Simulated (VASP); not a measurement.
A run of VASP 6.6.1 is set up as follows.

The input INCAR:

```
SYSTEM = Li
PREC = Accurate ; ENCUT = 650
EDIFF = 1E-8 ; ISMEAR = -1
SIGMA = 0.08 ; LREAL = .False.
LASPH = .True. ; NELM = 120
ALGO = Normal ; ISIF = 2
LWAVE = .False. ; LCHARG = .False.
GGA = PS ; LEFG = .True.
NBANDS = 8 ; GGA_COMPAT = .False.
```

KPOINTS

```
Automatic mesh
0
Gamma
  13 13 13
  0 0 0
```

Contents of POSCAR:

```
Li
1.0
    0.0000000000      2.2165832064      2.2165832064
    2.2165832064      0.0000000000      2.2165832064
    2.2165832064      2.2165832064      0.0000000000
Li
1
Direct
    0.0000000000      0.0000000000      0.0000000000
```

Potentials or basis: VASP PAW PBE potentials, release 64 (Li_sv).

Command:

```bash
$ cat potpaw_PBE.64/Li_sv/POTCAR > POTCAR
$ mpirun -np 1 vasp_std > vasp.out
```

(1) Predict the pressure.

(2) Estimate the band gap on the k mesh.

Results:

(1) -1.1 GPa.

(2) zero (an odd number of electrons rules out a gap without spin polarisation).

Caveat: the PAW data sets were made with another functional, which shifts forces and pressure a little.
